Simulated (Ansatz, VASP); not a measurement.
One calculation of Ru2Rh, two programs

```
Ru Rh
1.0
     2.72414    0.00000    0.00000
    -1.36207    2.35917    0.00000
     0.00000    0.00000   12.94428
Ru Rh
4 2
Direct
  0.33333 0.66667 0.58064
  0.66667 0.33333 0.08064
  0.33333 0.66667 0.91936
  0.66667 0.33333 0.41936
  0.33333 0.66667 0.25000
  0.66667 0.33333 0.75000
```

Change from the starting cell: relaxed end of: species swapped into the WS2 type (P6_3/mmc, No. 194).

Alike in both runs: functional PBE; k mesh 18 × 18 × 4; occupations gaussian, width 0.1 eV; no spin polarisation.

Ansatz relaxed the structure, and its values are those at the end. VASP's run is a single point on that final structure, the one shown.

|  | VASP | Ansatz |
| --- | --- | --- |
| version | VASP 6.6.1 | Ansatz 0.2.0 |
| potentials or method | VASP PAW PBE potentials, release 64 (Ru_pv, Rh_pv), cutoff 520 eV | scalar-relativistic, plane waves, PAW |
| valence electrons in the cell | 86 | 98 |

```csv
,VASP,Ansatz,Ansatz less VASP
gap on the k mesh at the Fermi level (eV),none,none,-
pressure (GPa),0.0,0.0,-0.01
```

A gap of «none» marks a metal or a gap that the smearing closes. VASP's potentials hold 86 valence electrons a cell and Ansatz's 98, so a difference there can come from the potentials and not from the codes.
